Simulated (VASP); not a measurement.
MgO, 2 atoms in the cell. It takes space group Fm-3m (No. 225, cubic). The conventional cell has a = 4.084 Å, b = 4.084 Å, c = 4.084 Å, α = 90.00°, β = 90.00°, γ = 90.00°. Within 2.7 Å of Mg (site symmetry m-3m) lie 6 O at 2.04 Å. Within 2.7 Å of O (site symmetry m-3m) lie 6 Mg at 2.04 Å.  This cell differs from its parent crystal: volume scaled by 0.91.

| Item | Value |
| --- | --- |
| Program | VASP 6.6.1 |
| Task | single point |
| Functional | PBEsol |
| Potentials or basis | VASP PAW PBE potentials, release 64 (Mg, O) |
| Cutoff | 520 eV |
| k mesh | 10 × 10 × 10 |
| Occupations | gaussian, width 0.02 eV |
| Spin | no spin polarisation |
| Dipole correction | no |
| Further INCAR settings | ALGO = Normal; EDIFF = 1e-06; NBANDS = 11 |

Potentials or basis: VASP PAW PBE potentials, release 64 (Mg, O).

Command:

```bash
$ cat potpaw_PBE.64/Mg/POTCAR potpaw_PBE.64/O/POTCAR > POTCAR
$ mpirun -np 1 vasp_std > vasp.out
```

Hardware: 1 thread of AMD EPYC 7R13, with other jobs on the host.

Estimate the wall time of this run.

Wall time 24 s on 1 thread of AMD EPYC 7R13, with other jobs on the host, peak memory 0.11 GiB. Counts: scf iterations 12, k points 47.
